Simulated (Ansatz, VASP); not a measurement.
**One calculation of MgS, two programs**

Contents of INCAR:

```
SYSTEM = MgS
PREC = Accurate ; ENCUT = 520
EDIFF = 1E-7 ; ISMEAR = -1
SIGMA = 0.02 ; LREAL = .FALSE.
LASPH = .TRUE. ; NELM = 60
ALGO = Normal ; ISIF = 2
LWAVE = .FALSE. ; LCHARG = .TRUE.
GGA = PE ; LELF = .TRUE.
LVHAR = .TRUE. ; NBANDS = 11
```

File KPOINTS:

```
regular mesh
0
G
  6 6 6
  0 0 0
```

POSCAR

```
MgS
1.0
    3.3382317214      0.0000000000      0.0000000000
    0.0000000000      3.3382317214      0.0000000000
    0.0000000000      0.0000000000      3.3382317214
Mg S
1 1
Direct
    0.0000000000      0.0000000000      0.0000000000
    0.5000000000      0.5000000000      0.5000000000
```

Input for Ansatz:

```yaml
crystal:
  lattice:
    - [3.3382317214, 0.0, 0.0]
    - [0.0, 3.3382317214, 0.0]
    - [0.0, 0.0, 3.3382317214]
  atoms:
    - { symbol: Mg, position: [0.0, 0.0, 0.0] }
    - { symbol: S, position: [0.5, 0.5, 0.5] }
kpoints:
  mp_grid: { grid: [6, 6, 6] }
hamiltonian:
  xc: pbe
scf:
  occupations: { method: fermi_dirac, width: 0.02 }
  n_extra_bands: 4
output:
  forces: true
  stress: true
  eigenvalues: true
```

Alike in both runs: task single point; functional PBE; k mesh 6 × 6 × 6; occupations fermi-dirac, width 0.02 eV; no spin polarisation.

```csv
,VASP,Ansatz
version,VASP 6.6.1,Ansatz 0.2.0
potentials or method,"VASP PAW PBE potentials, release 64 (Mg, S)","plane waves, PAW"
plane-wave cutoff (eV),520,420
valence electrons in the cell,8,16
```

```csv
,VASP,Ansatz,Ansatz less VASP
pressure (GPa),-3.9,-3.6,+0.26
```

VASP's potentials hold 8 valence electrons a cell and Ansatz's 16, so a difference there can come from the potentials and not from the codes.
